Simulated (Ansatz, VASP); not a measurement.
## One calculation of MgO, two programs

The input INCAR:

```
  PREC = Accurate
  ENCUT = 520
  EDIFF = 1E-6
  ISMEAR = 0
  SIGMA = 0.05
  LREAL = F
  LASPH = T
  NELM = 100
  ALGO = Normal
  ISIF = 2
  LWAVE = F
  LCHARG = F
  NBANDS = 26
```

Contents of KPOINTS:

```
regular mesh
0
Gamma
  6 6 6
```

File POSCAR:

```
MgO
1.0
    4.1607146133      0.0000000000      0.0000000000
    0.0000000000     -4.1607146133      0.0000000000
    0.0000000000      0.0000000000     -4.1607146133
Mg O
4 4
Direct
   -0.0530239000      1.0530239000      1.1249785309
    0.5000000000      0.5000000000      1.0000000000
    0.5000000000      1.0000000000      0.5000000000
    0.0000000000      0.5000000000      0.5000000000
    0.5000000000      0.0000000000      0.0000000000
    0.0000000000      0.5000000000      0.0000000000
    0.0000000000      0.0000000000      0.5000000000
    0.5000000000      0.5000000000      0.5000000000
```

Input for Ansatz:

```yaml
crystal:
  lattice:
    - [4.1607146133, 0.0, 0.0]
    - [0.0, -4.1607146133, 0.0]
    - [0.0, 0.0, -4.1607146133]
  atoms:
    - { symbol: Mg, position: [-0.0530239, 1.0530239, 1.1249785309] }
    - { symbol: Mg, position: [0.5, 0.5, 1.0] }
    - { symbol: Mg, position: [0.5, 1.0, 0.5] }
    - { symbol: Mg, position: [0.0, 0.5, 0.5] }
    - { symbol: O, position: [0.5, 0.0, 0.0] }
    - { symbol: O, position: [0.0, 0.5, 0.0] }
    - { symbol: O, position: [0.0, 0.0, 0.5] }
    - { symbol: O, position: [0.5, 0.5, 0.5] }
basis:
  ecutwfc: 420
kpoints:
  mp_grid: { grid: [6, 6, 6] }
hamiltonian:
  xc: lda
  pseudopotentials: { kind: paw, azcp: { folder: soft_1 } }
scf:
  occupations: { method: gaussian, width: 0.05 }
output:
  forces: true
  stress: true
  eigenvalues: true
```

Alike in both runs: task single point; functional LDA; k mesh 6 × 6 × 6; occupations gaussian, width 0.05 eV; no spin polarisation.

|  | VASP | Ansatz |
| --- | --- | --- |
| version | VASP 6.6.1 | Ansatz 0.2.0 |
| potentials or method | VASP PAW LDA potentials, release 64 (Mg, O), cutoff 520 eV | scalar-relativistic, plane waves, PAW |
| valence electrons in the cell | 32 | 64 |

|  | VASP | Ansatz | Ansatz less VASP |
| --- | --- | --- | --- |
| gap on the k mesh at the Fermi level (eV) | 4.87 | 4.87 | +0.001 |
| least direct gap on the mesh (eV) | 4.87 | 4.87 | +0.001 |
| pressure (GPa) | 12.2 | 13.1 | +0.92 |
| traceless stress, the component that is largest in VASP (GPa) | 17.88 | 16.68 | -1.200 |
| rms of the force components (eV/Å) | 3.016 | 2.843 | -0.1726 |

Ansatz warns that its potentials were made for another functional, while VASP's fit it. LDA's correlation is that of Perdew and Zunger in VASP and of Perdew and Wang (1992) in Ansatz. Atom by atom the forces differ by 0.178 eV/Å (rms over components). VASP's potentials hold 32 valence electrons a cell and Ansatz's 64, so a difference there can come from the potentials and not from the codes.
